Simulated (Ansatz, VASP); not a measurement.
## Two plane-wave programs on BaTiO3

File INCAR:

```
  PREC = Accurate
  ENCUT = 520
  EDIFF = 1E-6
  ISMEAR = 0
  SIGMA = 0.05
  LREAL = Auto
  LASPH = True
  NELM = 60
  ALGO = Normal
  ISIF = 2
  LWAVE = False
  LCHARG = True
  GGA = PE
  LELF = True
  LVHAR = True
  NBANDS = 73
```

Contents of KPOINTS:

```
Automatic mesh
0
Gamma
  7 7 3
```

File POSCAR:

```
BaTiO3
1.0
    0.0000000000      2.8905577535     -2.9158992878
   -3.9723905816      0.0000000000      0.0000000000
    0.0000000000      9.0267663075      9.0997048634
Ba Ti O
3 3 9
Direct
    0.9874625152      0.0000000000      0.8847979089
    0.9881435306      0.0000000000      0.2441383610
    0.9878030229      0.0000000000      0.5644681349
    0.4720992122      0.5000000000      0.0891657163
    0.4717587046      0.5000000000      0.4094954902
    0.4714181969      0.5000000000      0.7298252641
    0.5126326359      1.0000000000      0.0761860735
    0.5122921282      1.0000000000      0.3965158474
    0.5119516205      1.0000000000      0.7168456214
    0.0235483571      0.5000000000      0.0780682118
    0.0232078494      0.5000000000      0.3983979857
    0.0228673417      0.5000000000      0.7187277596
    0.5065904726      0.5000000000      0.2328536891
    0.5062499649      0.5000000000      0.5531834630
    0.5059094573      0.5000000000      0.8735132370
```

Input for Ansatz:

```yaml
crystal:
  lattice:
    - [0.0, 2.8905577535, -2.9158992878]
    - [-3.9723905816, 0.0, 0.0]
    - [0.0, 9.0267663075, 9.0997048634]
  atoms:
    - { symbol: Ba, position: [0.9874625152, 0.0, 0.8847979089] }
    - { symbol: Ba, position: [0.9881435306, 0.0, 0.244138361] }
    - { symbol: Ba, position: [0.9878030229, 0.0, 0.5644681349] }
    - { symbol: Ti, position: [0.4720992122, 0.5, 0.0891657163] }
    - { symbol: Ti, position: [0.4717587046, 0.5, 0.4094954902] }
    - { symbol: Ti, position: [0.4714181969, 0.5, 0.7298252641] }
    - { symbol: O, position: [0.5126326359, 1.0, 0.0761860735] }
    - { symbol: O, position: [0.5122921282, 1.0, 0.3965158474] }
    - { symbol: O, position: [0.5119516205, 1.0, 0.7168456214] }
    - { symbol: O, position: [0.0235483571, 0.5, 0.0780682118] }
    - { symbol: O, position: [0.0232078494, 0.5, 0.3983979857] }
    - { symbol: O, position: [0.0228673417, 0.5, 0.7187277596] }
    - { symbol: O, position: [0.5065904726, 0.5, 0.2328536891] }
    - { symbol: O, position: [0.5062499649, 0.5, 0.553183463] }
    - { symbol: O, position: [0.5059094573, 0.5, 0.873513237] }
basis:
  ecutwfc: 420
kpoints:
  mp_grid: { grid: [7, 7, 3] }
hamiltonian:
  xc: pbe
scf:
  occupations: { method: gaussian, width: 0.05 }
output:
  forces: true
  stress: true
  eigenvalues: true
```

Alike in both runs: task single point; functional PBE; k mesh 7 × 7 × 3; occupations gaussian, width 0.05 eV; no spin polarisation.

```csv
,VASP,Ansatz
version,VASP 6.6.1,Ansatz 0.2.0
potentials or method,"VASP PAW PBE potentials, release 64 (Ba_sv, Ti_sv, O), cutoff 520 eV","scalar-relativistic, plane waves, PAW"
valence electrons in the cell,120,120
```

|  | VASP | Ansatz | Ansatz less VASP |
| --- | --- | --- | --- |
| gap on the k mesh at the Fermi level (eV) | 2.00 | 2.01 | +0.011 |
| least direct gap on the mesh (eV) | 2.74 | 2.74 | +0.007 |
| pressure (GPa) | -1.0 | -2.4 | -1.39 |
| traceless stress, the component that is largest in VASP (GPa) | -0.75 | -0.68 | +0.065 |
| rms of the force components (eV/Å) | 0.227 | 0.220 | -0.0069 |

Atom by atom the forces differ by 0.040 eV/Å (rms over components).

Spin-orbit coupling is off throughout.
